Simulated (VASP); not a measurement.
# La4TaO (F-43m) in VASP: notebook, part 2 of 2

VASP 6.6.1. Earlier steps stand in the parts before.

## Step 5: Relaxation of cell and atoms, PBE

The input, INCAR:

```
SYSTEM = La4TaO
PREC = Accurate
ENCUT = 600
EDIFF = 1E-6
ISMEAR = 0
SIGMA = 0.1
LREAL = .False.
LASPH = .True.
NELM = 60
ALGO = Normal
ISIF = 3
LWAVE = .False.
LCHARG = .False.
GGA = PE
IBRION = 2
NSW = 90
EDIFFG = -0.04
```

The input, KPOINTS:

```
regular mesh
0
Gamma
  4 4 4
  0 0 0
```

The input, POSCAR:

```
La4TaO
1.0
    0.0000000000      4.1817696300      4.1817696300
    4.1817696300      0.0000000000      4.1817696300
    4.1817696300      4.1817696300      0.0000000000
La Ta O
4 1 1
Direct
    0.6250080000      0.6250080000      0.6250080000
    0.6250080000      0.1249760000      0.6250080000
    0.1249760000      0.6250080000      0.6250080000
    0.6250080000      0.6250080000      0.1249760000
    0.2500000000      0.2500000000      0.2500000000
    0.0000000000      0.0000000000      0.0000000000
```

Run with:

```bash
cat potpaw_PBE.64/La/POTCAR potpaw_PBE.64/Ta_pv/POTCAR potpaw_PBE.64/O/POTCAR > POTCAR
mpirun -np 1 vasp_std > vasp.out
```

Wall time 12 min (1 thread of Intel Xeon 8259CL, shared host); peak memory 0.37 GiB.

Results (log left out):

```
Free energy                           : -30.7204 eV
Relaxed volume                        : 28.33 Å³/atom
Relaxed cell                          : a = 6.218 Å, b = 6.218 Å, c = 6.218 Å, α = 60.00°, β = 60.00°, γ = 60.00°
Space group after relaxing (to 0.1 Å) : F-43m (No. 216)
Energy gained by relaxing             : 87.0 meV/atom
Ionic steps                           : 5
Pressure after relaxing               : -0.1 GPa
Band gap on the k mesh                : zero (an odd number of electrons rules out a gap without spin polarisation)
```

The path:
| step | energy change (eV) | largest force (eV/Å) | pressure (GPa) | volume (Å³) |
| --- | --- | --- | --- | --- |
| 1 | 0.0000 | 0.2126 | 8.09 | 146.25 |
| 2 | -0.5086 | 0.1119 | -0.91 | 173.87 |
| 3 | -0.5202 | 0.1140 | 0.02 | 169.56 |
| 4 | -0.5202 | 0.1127 | -0.09 | 170.04 |
| 5 | -0.5218 | 0.0383 | -0.07 | 170.00 |

Final structure:
```cif
data_structure
_symmetry_space_group_name_H-M 'P 1'
_symmetry_Int_Tables_number 1
_cell_length_a 6.2180
_cell_length_b 6.2180
_cell_length_c 6.2180
_cell_angle_alpha 60.000
_cell_angle_beta 60.000
_cell_angle_gamma 60.000
_cell_volume 170.00
loop_
_atom_site_label
_atom_site_type_symbol
_atom_site_fract_x
_atom_site_fract_y
_atom_site_fract_z
_atom_site_occupancy
La1 La 0.62403 0.62403 0.62403 1
La2 La 0.62403 0.12790 0.62403 1
La3 La 0.12790 0.62403 0.62403 1
La4 La 0.62403 0.62403 0.12790 1
Ta1 Ta 0.25000 0.25000 0.25000 1
O1 O 0.00000 0.00000 0.00000 1
```

Levels at points of the mesh, in eV from the Fermi level:
```tsv
k point	band 26	band 27	band 28	band 29	band 30	band 31	band 32	band 33	band 34	band 35
(0.00, 0.00, 0.00)	-1.42	-1.42	-1.42	-0.40	-0.40	0.14	0.14	0.14	0.75	0.75
(0.50, 0.00, 0.00)	-0.80	-0.73	-0.73	-0.50	-0.50	-0.09	0.21	0.21	1.02	1.02
(0.50, 0.50, 0.00)	-0.90	-0.83	-0.57	-0.57	-0.50	0.01	0.37	0.37	0.42	1.29
```

Caveat: the volume moved by over 15 % at a fixed basis, so the end points are rough; spin-orbit coupling is left out, which moves the levels of the heavy elements; an odd number of electrons without spin polarisation forces a metal; a magnetic or distorted state may lie lower.

## Step 6: Single point, PBE, collinear spin

The input, INCAR:

```
SYSTEM = La4TaO
PREC     = Accurate       ! precision mode
ENCUT    = 520            ! plane-wave cutoff, eV
EDIFF    = 1E-7           ! SCF threshold, eV
ISMEAR   = 0              ! smearing method
SIGMA    = 0.1            ! smearing width, eV
LREAL    = .False.        ! projectors in reciprocal space
LASPH    = .True.         ! aspherical terms in the spheres
NELM     = 150            ! most SCF steps
ALGO     = Normal         ! electronic algorithm
ISIF     = 2              ! what is computed and relaxed
LWAVE    = .False.        ! write WAVECAR
LCHARG   = .False.        ! write CHGCAR
ISPIN    = 2              ! spin polarisation
MAGMOM   = 0 0 0 0 1 0    ! initial moments
LORBIT   = 11             ! projections on sites
LMAXMIX  = 6              ! l up to which the mixer works
GGA      = PE             ! functional
NBANDS   = 44             ! bands
```

KPOINTS is that of step 5.

POSCAR is that of step 5.

Potentials or basis: VASP PAW PBE potentials, release 64 (La, Ta_pv, O).

Run with:

```bash
cat potpaw_PBE.64/La/POTCAR potpaw_PBE.64/Ta_pv/POTCAR potpaw_PBE.64/O/POTCAR > POTCAR
mpirun -np 1 vasp_std > vasp.out
```

Run time: 8.1 min. Hardware: 1 thread of Intel Xeon 8259CL, shared host; peak memory 0.46 GiB.

It converged, with:

* Free energy: -30.1948 eV
* Pressure: 8.1 GPa
* Net moment: 0.00 μB per cell
* Valence electrons inside the program's atomic spheres: La 9.15; Ta 8.66; O 4.73

Levels at points of the mesh, in eV from the Fermi level:
Spin up:
```tsv
k point	band 27	band 28	band 29	band 30	band 31	band 32	band 33	band 34	band 35	band 36
(0.00, 0.00, 0.00)	-1.67	-1.67	-0.60	-0.60	0.15	0.15	0.15	0.76	0.76	1.23
(0.50, 0.00, 0.00)	-0.95	-0.95	-0.69	-0.69	-0.02	0.15	0.15	1.07	1.07	1.27
(0.50, 0.50, 0.00)	-0.89	-0.71	-0.71	-0.68	-0.01	0.12	0.12	0.38	1.38	1.46
```
Spin down:
```csv
k point,band 29,band 30,band 31,band 32,band 33,band 34
"(0.00, 0.00, 0.00)",-0.60,-0.60,0.14,0.14,0.14,0.76
"(0.50, 0.00, 0.00)",-0.69,-0.69,-0.02,0.15,0.15,1.07
"(0.50, 0.50, 0.00)",-0.71,-0.68,-0.01,0.12,0.12,0.38
```

Caveat: the cell stands under pressure; spin-orbit coupling is left out, which moves the levels of the heavy elements.

## Step 7: Single point, PBE, collinear spin

This run uses another cell than the first one, of 28.15 Å³/atom.

The input, INCAR:

```
ALGO = Normal
EDIFF = 1E-6
ENCUT = 520
GGA = PE
ISIF = 2
ISMEAR = 0
ISPIN = 2
LASPH = T
LCHARG = T
LELF = T
LMAXMIX = 6
LORBIT = 11
LREAL = F
LVHAR = T
LWAVE = F
MAGMOM = 0 0 0 0 1 0
NBANDS = 44
NELM = 150
PREC = Accurate
SIGMA = 0.1
```

The input, KPOINTS:

```
k-points
0
Gamma
  4 4 4
```

The input, POSCAR:

```
La4TaO
1.0
    0.0000000000      4.3874454714      4.3874454714
    4.3874454714      0.0000000000      4.3874454714
    4.3874454714      4.3874454714      0.0000000000
La Ta O
4 1 1
Direct
    0.3761418806      0.8715743581      0.3761418806
    0.8715743581      0.3761418806      0.3761418806
    0.3761418806      0.3761418806      0.8715743581
    0.3761418806      0.3761418806      0.3761418806
    0.7500000000      0.7500000000      0.7500000000
    0.0000000000      0.0000000000      0.0000000000
```

Run with:

```bash
cat potpaw_PBE.64/La/POTCAR potpaw_PBE.64/Ta_pv/POTCAR potpaw_PBE.64/O/POTCAR > POTCAR
mpirun -np 1 vasp_std > vasp.out
```

Wall time 8.9 min (1 thread of Intel Xeon 8259CL, shared host); peak memory 0.46 GiB.

It converged, with:

| Property | Result |
| --- | --- |
| Free energy | -30.7228 eV |
| Pressure | 0.2 GPa |
| Largest force | 0.004 eV/Å |
| Net moment | 0.00 μB per cell |
| Valence electrons inside the program's atomic spheres | La 8.93; Ta 8.56; O 4.71 |

Forces on the atoms (eV/Å):
```
La   0.002 -0.002  0.002
La  -0.002  0.002  0.002
La   0.002  0.002 -0.002
La  -0.002 -0.002 -0.002
Ta   0.000  0.000  0.000
O    0.000  0.000  0.000
```

Levels at points of the mesh, in eV from the Fermi level:
Spin up:
```
           k point  band 28  band 29  band 30  band 31  band 32  band 33
(0.00, 0.00, 0.00)    -1.43    -0.41    -0.41     0.14     0.14     0.14
(0.50, 0.00, 0.00)    -0.74    -0.51    -0.51    -0.09     0.20     0.20
(0.50, 0.50, 0.00)    -0.58    -0.58    -0.50     0.00     0.37     0.37
```
Spin down:
```tsv
k point	band 28	band 29	band 30	band 31	band 32	band 33
(0.00, 0.00, 0.00)	-1.43	-0.42	-0.42	0.14	0.14	0.14
(0.50, 0.00, 0.00)	-0.74	-0.51	-0.51	-0.09	0.20	0.20
(0.50, 0.50, 0.00)	-0.58	-0.58	-0.50	0.01	0.37	0.37
```

Caveat: spin-orbit coupling is left out, which moves the levels of the heavy elements.

## Step 8: Summary

```csv
task,spin,cell,k mesh,cutoff (eV),gap on the mesh (eV),pressure (GPa),moment (μB)
single point,off,"a = 5.914 Å, angles 60.0°, 6 atoms, atomic positions A",4 × 4 × 4,520,none,8.1,-
single point,off,"a = 6.205 Å, angles 60.0°, 6 atoms, atomic positions B",4 × 4 × 4,520,none,0.2,-
single point,off,"a = 6.201 Å, angles 60.0°, 6 atoms, atomic positions B",8 × 8 × 8,520,none,0.0,-
relaxation of cell and atoms,off,"relaxed from a = 5.914 Å, angles 60.0°, 6 atoms, atomic positions A",4 × 4 × 4,600,none,-0.1,-
single point,collinear,"a = 5.914 Å, angles 60.0°, 6 atoms, atomic positions A",4 × 4 × 4,520,none,8.1,0.00
single point,collinear,"a = 6.205 Å, angles 60.0°, 6 atoms, atomic positions B",4 × 4 × 4,520,none,0.2,0.00
```

Alike in all rows: level PBE; potentials or basis VASP PAW PBE potentials, release 64 (La, Ta_pv, O); smearing gaussian 0.1 eV.

Caveats: spin-orbit coupling is left out, which moves the levels of the heavy elements; an odd number of electrons without spin polarisation forces a metal (at least some runs); a magnetic or distorted state may lie lower (at least some runs); the cell stands under pressure (at least some runs); the volume moved by over 15 % at a fixed basis, so the end points are rough (at least some runs).

Absolute energies hang on the potentials; compare differences alone.
